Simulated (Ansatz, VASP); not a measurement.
TaGe2N3 in VASP and in Ansatz

```
Ta Ge N
1.0
     5.12659    0.00000    0.00000
    -2.56329    4.43975    0.00000
     0.00000    0.00000    3.85546
Ta Ge N
1 2 3
Cartesian
  0.0000 0.0000 0.0000
  0.0000 2.9598 0.0000
  2.5633 1.4799 0.0000
  0.0000 2.9598 1.9277
  2.5633 1.4799 1.9277
  0.0000 0.0000 1.9277
```

Alike in both runs: functional PBE; k mesh 6 × 6 × 4; occupations gaussian, width 0.1 eV; no spin polarisation.

Ansatz relaxed the structure, and its values are those at the end. VASP's run is a single point on that final structure, the one shown.

```csv
,VASP,Ansatz
version,VASP 6.6.1,Ansatz 0.2.0
potentials or method,"VASP PAW PBE potentials, release 64 (Ta_pv, Ge_d, N), cutoff 520 eV","scalar-relativistic, plane waves, PAW"
valence electrons in the cell,54,56
```

|  | VASP | Ansatz | Ansatz less VASP |
| --- | --- | --- | --- |
| gap on the k mesh at the Fermi level (eV) | none | none | - |
| pressure (GPa) | -0.1 | -0.1 | -0.06 |

A gap of «none» marks a metal or a gap that the smearing closes. VASP's potentials hold 54 valence electrons a cell and Ansatz's 56, so a difference there can come from the potentials and not from the codes.

The k mesh is coarse, so the values compare programs but aren't converged. Neither program's run includes spin-orbit coupling.
